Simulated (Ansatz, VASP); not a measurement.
Sb: VASP beside Ansatz

INCAR

```
ALGO = Normal
EDIFF = 1E-6
ENCUT = 500
GGA_COMPAT = F
ISIF = 2
ISMEAR = -1
LASPH = T
LCHARG = F
LREAL = F
LWAVE = F
NBANDS = 8
NELM = 120
PREC = Accurate
SIGMA = 0.08
```

Contents of KPOINTS:

```
k-points
0
Gamma
  14 14 14
```

Contents of POSCAR:

```
Sb
1.0
   -1.8026596591      1.8026596591      1.8026596591
    1.8026596591     -1.8026596591      1.8026596591
    1.8026596591      1.8026596591     -1.8026596591
Sb
1
Direct
    0.0000000000      0.0000000000      0.0000000000
```

Input for Ansatz:

```yaml
crystal:
  lattice:
    - [-1.8026596591, 1.8026596591, 1.8026596591]
    - [1.8026596591, -1.8026596591, 1.8026596591]
    - [1.8026596591, 1.8026596591, -1.8026596591]
  atoms:
    - { symbol: Sb, position: [0.0, 0.0, 0.0] }
kpoints:
  mp_grid: { grid: [14, 14, 14] }
scf:
  occupations: { method: fermi_dirac, width: 0.08 }
  mixing: { preconditioner: none }
hamiltonian:
  xc: lda
  pseudopotentials: { kind: paw }
output:
  forces: true
  stress: true
  eigenvalues: true
  populations: true
```

Alike in both runs: task single point; functional LDA; k mesh 14 × 14 × 14; occupations fermi-dirac, width 0.08 eV; no spin polarisation.

|  | VASP | Ansatz |
| --- | --- | --- |
| version | VASP 6.6.1 | Ansatz 0.2.0 |
| potentials or method | VASP PAW LDA potentials, release 64 (Sb) | PAW with Ansatz's default frozen-core files, scalar-relativistic |
| plane-wave cutoff (eV) | 500 | 420 |
| valence electrons in the cell | 5 | 15 |

```tsv
	VASP	Ansatz	Ansatz less VASP
gap on the k mesh at the Fermi level (eV)	none	none	-
pressure (GPa)	7.6	7.3	-0.30
```

LDA's correlation is that of Perdew and Zunger in VASP and of Perdew and Wang (1992) in Ansatz. A gap of «none» marks a metal or a gap that the smearing closes. VASP's potentials hold 5 valence electrons a cell and Ansatz's 15, so a difference there can come from the potentials and not from the codes.

Neither program's run includes spin-orbit coupling.
